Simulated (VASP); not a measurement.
# SrTiO3 (Pm-3m) in VASP: single point with PBEsol

Aim: the single point of SrTiO3 with PBEsol.

Everything below comes from runs of VASP 6.6.1. Logs are shortened: lines on timing, memory, paths and dates and some standing lists are left out, and cuts for length are marked.

### Step 1. The cell of the first run

It takes space group Pm-3m (No. 221, cubic). Conventional cell: a = 3.891 Å, b = 3.891 Å, c = 3.891 Å, α = 90.00°, β = 90.00°, γ = 90.00°. Within 3.6 Å of Sr (site symmetry m-3m) lie 12 O at 2.75 Å and 8 Ti at 3.37 Å. Ti (site symmetry m-3m) has 6 O at 1.95 Å within 2.6 Å. Within 2.6 Å of O (site symmetry 4/mmm) lie 2 Ti at 1.95 Å.

### Step 2. Single point, PBEsol

Contents of INCAR:

```
  PREC = Accurate
  ENCUT = 520
  EDIFF = 1E-6
  ISMEAR = 0
  SIGMA = 0.02
  LREAL = Auto
  LASPH = True
  NELM = 100
  ALGO = Normal
  ISIF = 2
  LWAVE = False
  LCHARG = False
  GGA = PS
  NBANDS = 163
```

Contents of KPOINTS:

```
regular mesh
0
Gamma
  3 3 3
```

Contents of POSCAR:

```
SrTiO3
1.0
   -3.8911418682      3.8911418682     -3.8911418682
    7.7822837364      3.8911418682      0.0000000000
    0.0000000000     -7.7822837364     -3.8911418682
Sr Ti O
7 7 21
Direct
    0.8571428571      0.4285714286      0.1428571429
    0.1428571429      0.5714285714      0.8571428571
    0.5714285714      0.2857142857      0.4285714286
    0.4285714286      0.7142857143      0.5714285714
    0.7142857143      0.8571428571      0.2857142857
    0.0000000000      0.0000000000      0.0000000000
    0.2857142857      0.1428571429      0.7142857143
    0.0714285714      0.2857142857      0.4285714286
    0.3571428571      0.4285714286      0.1428571429
    0.7857142857      0.1428571429      0.7142857143
    0.6428571429      0.5714285714      0.8571428571
    0.9285714286      0.7142857143      0.5714285714
    0.2142857143      0.8571428571      0.2857142857
    0.5000000000      0.0000000000      0.0000000000
    0.2142857143      0.3571428571      0.2857142857
    0.5000000000      0.5000000000      0.0000000000
    0.9285714286      0.2142857143      0.5714285714
    0.7857142857      0.6428571429      0.7142857143
    0.0714285714      0.7857142857      0.4285714286
    0.3571428571      0.9285714286      0.1428571429
    0.6428571429      0.0714285714      0.8571428571
    0.3571428571      0.4285714286      0.6428571429
    0.6428571429      0.5714285714      0.3571428571
    0.0714285714      0.2857142857      0.9285714286
    0.9285714286      0.7142857143      0.0714285714
    0.2142857143      0.8571428571      0.7857142857
    0.5000000000      0.0000000000      0.5000000000
    0.7857142857      0.1428571429      0.2142857143
    0.1428571429      0.0714285714      0.3571428571
    0.4285714286      0.2142857143      0.0714285714
    0.8571428571      0.9285714286      0.6428571429
    0.7142857143      0.3571428571      0.7857142857
    0.0000000000      0.5000000000      0.5000000000
    0.2857142857      0.6428571429      0.2142857143
    0.5714285714      0.7857142857      0.9285714286
```

Potentials or basis: VASP PAW PBE potentials, release 64 (Sr_sv, Ti_sv, O).

Started as:

```bash
$ cat potpaw_PBE.64/Sr_sv/POTCAR potpaw_PBE.64/Ti_sv/POTCAR potpaw_PBE.64/O/POTCAR > POTCAR
$ mpirun -np 1 vasp_std > vasp.out
```

OUTCAR:

```text
PREC = Accurate
   ENCUT = 520
   EDIFF = 1E-6
   ISMEAR = 0
   LREAL = Auto
   LASPH = True
   NELM = 100
   ISIF = 2
   GGA = PS

 ion  position               nearest neighbor table
   1  0.857  0.429  0.143-  23 2.75  30 2.75  16 2.75  28 2.75  19 2.75  33 2.75  25 2.75  32 2.75
                            24 2.75  34 2.75  15 2.75  21 2.75  12 3.37  13 3.37  11 3.37   9 3.37
   2  0.143  0.571  0.857-  22 2.75  35 2.75  16 2.75  26 2.75  33 2.75  17 2.75  24 2.75  34 2.75
                            25 2.75  32 2.75  18 2.75  20 2.75   8 3.37  10 3.37   9 3.37  11 3.37
   3  0.571  0.286  0.429-  29 2.75  15 2.75  27 2.75  20 2.75  32 2.75  17 2.75  28 2.75  23 2.75
                            22 2.75  18 2.75  33 2.75  30 2.75  11 3.37  10 3.37   8 3.37   8 3.37
   4  0.429  0.714  0.571-  31 2.75  18 2.75  27 2.75  21 2.75  34 2.75  19 2.75  26 2.75  22 2.75
                            15 2.75  23 2.75  33 2.75  35 2.75   9 3.37  13 3.37  12 3.37  12 3.37
   5  0.714  0.857  0.286-  19 2.75  16 2.75  23 2.75  35 2.75  34 2.75  25 2.75  31 2.75  17 2.75
                            27 2.75  29 2.75  20 2.75  28 2.75  12 3.37   9 3.37  13 3.37  13 3.37
   6  0.000  0.000  0.000-  20 2.75  21 2.75  15 2.75  18 2.75  24 2.75  25 2.75  29 2.75  31 2.75
                            26 2.75  28 2.75  30 2.75  35 2.75  14 3.37  14 3.37   9 3.37  11 3.37
   7  0.286  0.143  0.714-  17 2.75  16 2.75  22 2.75  30 2.75  32 2.75  24 2.75  29 2.75  19 2.75
                            27 2.75  31 2.75  21 2.75  26 2.75   8 3.37  11 3.37  10 3.37  10 3.37
   8  0.071  0.286  0.429-  17 1.95  33 1.95  28 1.95  22 1.95  15 1.95  29 1.95   2 3.37   7 3.37
                             3 3.37   3 3.37   5 3.37   1 3.37   6 3.37   4 3.37
   9  0.357  0.429  0.143-  15 1.95  34 1.95  24 1.95  23 1.95  16 1.95  30 1.95   4 3.37   5 3.37
[... 30 lines left out ...]
  34  0.286  0.643  0.214-  13 1.95   9 1.95   4 2.75   5 2.75   2 2.75   1 2.75
  35  0.571  0.786  0.929-  14 1.95  11 1.95   2 2.75   5 2.75   6 2.75   4 2.75

  LATTYP: Found a trigonal (rhomboedric) cell.
 ALAT       =     8.7008577274
 COS(alpha) =    -0.4000000000

  Lattice vectors:

 A1 = (  -7.7822837364,  -3.8911418682,   0.0000000000)
 A2 = (   0.0000000000,   7.7822837364,   3.8911418682)
 A3 = (   3.8911418682,   0.0000000000,  -7.7822837364)

Analysis of symmetry for initial positions (statically):
=====================================================================
 Subroutine PRICEL returns following result:

  LATTYP: Found a simple cubic cell.
 ALAT       =     3.8911418682

  Lattice vectors:

 A1 = (   0.0000000016,  -0.0000000016,   3.8911418682)
 A2 = (   0.0000000008,  -3.8911418690,   0.0000000000)
 A3 = (   3.8911418686,  -0.0000000004,   0.0000000000)

   7 primitive cells build up your supercell.

 Routine SETGRP: Setting up the symmetry group for a
 trigonal (rhombohedral) supercell.

 Subroutine GETGRP returns: Found  6 space group operations
 (whereof  6 operations were pure point group operations)
 out of a pool of 12 trial point group operations.

[... 126 lines left out ...]
   ISMEAR =     0;   SIGMA  =   0.02  broadening in eV -4-tet -1-fermi 0-gaus
   EFERMI_NEDOS =   21; number of points for ismear=-14 and -15
   IALGO  =     38    algorithm
   IMIX   =      4    mixing-type and parameters
     AMIX     =   0.40;   BMIX     =  1.00
     AMIX_MAG =   1.60;   BMIX_MAG =  1.00
  volume/ion in A,a.u.               =      11.78        79.52
  Fermi-wavevector in a.u.,A,eV,Ry     =   1.438857  2.719046 28.168287  2.070311
  Thomas-Fermi vector in A             =   2.557778
   LORBIT       =      0    0 simple, 1 ext, 2 COOP (PROOUT), +10 PAW based schemes
   GGA     = PS    functional components
   LHFCALC =     F    Hartree Fock is set to
   AEXX    =    0.0000 exact exchange contribution
   IVDW    =     0    specifies the selected vdW correction
   LEPSILON=     F    determine dielectric tensor
   LRPA    =     F    only Hartree local field effects (RPA)
 non-spin polarized calculation
 Gauss-broadening in eV      SIGMA  =   0.02
  energy-cutoff  :      520.00
  volume of cell :      412.41
 maximum number of plane-waves:     11127
 NGX is ok and might be reduce to    50
   NGX = 25   NGY = 33   NGZ = 33

 number of electron     279.9999954 magnetization

 Free energy of the ion-electron system (eV)
  ---------------------------------------------------
  ext. energy  EPLUGINS =         0.00000000
  ---------------------------------------------------
  free energy    TOTEN  =      -294.12629142 eV

  energy without entropy =     -294.12629142  energy(sigma->0) =     -294.12629142

 E-fermi :   4.2747     XC(G=0): -11.5967

 val. band max:        4.0531483059   @ k =  -0.3333   0.3333   0.3333
 cond. band min:       5.9330512861   @ k =   0.0000   0.0000   0.0000
 fundamental gap:      1.8799029802
 Fermi energy:         4.2747236228

 k-point     1 :       0.0000    0.0000    0.0000
  band No.  band energies     occupation
      1     -52.0434      2.00000
      2     -52.0405      2.00000
      3     -52.0405      2.00000
      4     -52.0405      2.00000
      5     -52.0405      2.00000
      6     -52.0405      2.00000
[... 919 lines left out ...]
    151       7.5832      0.00000
    152       7.7329      0.00000
 [bands above 152 left out]

------------------------ aborting loop because EDIFF is reached ----------------------------------------

  FORCE on cell =-STRESS in cart. coord.  units (eV):
  Direction    XX          YY          ZZ          XY          YZ          ZX
  --------------------------------------------------------------------------------------
  -------------------------------------------------------------------------------------
  Total        1.7451371      1.7451371      1.7451371      0.0014333      0.0014333     -0.0014333
  in kB        6.7797067      6.7797067      6.7797067      0.0055684      0.0055684     -0.0055684
  external PRESSURE =       6.7797067 kB  Pullay stress =       0.0000000 kB

 VOLUME and BASIS-vectors are now :
 -----------------------------------------------------------------------------
  energy-cutoff  :      520.00
  volume of cell :      412.41
      direct lattice vectors                 reciprocal lattice vectors
    -3.891141868  3.891141868 -3.891141868    -0.036713424  0.073426849 -0.146853698
     7.782283736  3.891141868  0.000000000     0.110140273  0.036713424 -0.073426849
     0.000000000 -7.782283736 -3.891141868     0.036713424 -0.073426849 -0.110140273

 POSITION                                       TOTAL-FORCE (eV/Angst)
 -----------------------------------------------------------------------------------
      0.00000      3.89114     -3.89114         0.000000      0.000000      0.000000
      3.89114     -3.89114     -3.89114         0.000000      0.000000     -0.000000
      0.00000     -0.00000     -3.89114         0.000000      0.000000     -0.000000
      3.89114      0.00000     -3.89114         0.000000     -0.000000     -0.000000
      3.89114      3.89114     -3.89114         0.000000     -0.000000      0.000000
      0.00000      0.00000      0.00000         0.000000     -0.000000     -0.000000
[... 27 lines left out ...]
      3.89114      1.94557     -1.94557        -0.000000      0.000000      0.000000
      3.89114     -1.94557     -5.83671        -0.000000      0.000000      0.000000
 -----------------------------------------------------------------------------------
    total drift:                                0.000000      0.000000      0.000000

  FREE ENERGIE OF THE ION-ELECTRON SYSTEM (eV)
  ---------------------------------------------------
  free  energy   TOTEN  =      -294.1262914190 eV

  energy  without entropy=     -294.1262914190  energy(sigma->0) =     -294.12629142
```

OSZICAR:

```text
N       E                     dE             d eps       ncg     rms          rms(c)
DAV:   1     0.390743390580E+04    0.39074E+04   -0.14026E+05  1956   0.191E+03
DAV:   2     0.457363265252E+03   -0.34501E+04   -0.32954E+04  1964   0.571E+02
DAV:   3    -0.297675987260E+03   -0.75504E+03   -0.73265E+03  2412   0.236E+02
DAV:   4    -0.357293833529E+03   -0.59618E+02   -0.59453E+02  2656   0.706E+01
DAV:   5    -0.361179678760E+03   -0.38858E+01   -0.38844E+01  3368   0.145E+01    0.722E+01
DAV:   6    -0.292997045256E+03    0.68183E+02   -0.40115E+02  2789   0.769E+01    0.455E+01
DAV:   7    -0.294495373935E+03   -0.14983E+01   -0.62878E+01  2576   0.233E+01    0.283E+01
DAV:   8    -0.295207333767E+03   -0.71196E+00   -0.14612E+01  2616   0.168E+01    0.107E+01
DAV:   9    -0.294100526814E+03    0.11068E+01   -0.54239E+00  2692   0.105E+01    0.240E+00
DAV:  10    -0.294164318340E+03   -0.63792E-01   -0.82766E-01  2456   0.261E+00    0.164E+00
DAV:  11    -0.294127127384E+03    0.37191E-01   -0.32712E-01  2688   0.195E+00    0.557E-01
DAV:  12    -0.294126325671E+03    0.80171E-03   -0.20981E-02  2896   0.583E-01    0.304E-01
DAV:  13    -0.294126609420E+03   -0.28375E-03   -0.35345E-03  2960   0.234E-01    0.284E-01
DAV:  14    -0.294126305558E+03    0.30386E-03   -0.19558E-03  2453   0.140E-01    0.554E-02
DAV:  15    -0.294126308550E+03   -0.29912E-05   -0.37299E-04  2776   0.775E-02    0.406E-02
DAV:  16    -0.294126296658E+03    0.11892E-04   -0.84484E-05  2749   0.361E-02    0.152E-02
DAV:  17    -0.294126290591E+03    0.60663E-05   -0.14980E-05  2576   0.126E-02    0.715E-03
DAV:  18    -0.294126291419E+03   -0.82761E-06   -0.11383E-06  1181   0.364E-03
   1 F= -.29412629E+03 E0= -.29412629E+03  d E =-.124265E-55
```

Wall time 42 min (1 thread of Intel Xeon 8259CL, shared host); peak memory 0.7 GiB.

Results:

```
Free energy            : -294.1263 eV
Pressure               : 0.7 GPa
Band gap on the k mesh : 1.88 eV
```

Caveat: the PAW data sets were made with another functional, which shifts forces and pressure a little; an odd mesh through Γ misses points on the zone boundary, where band edges can lie.
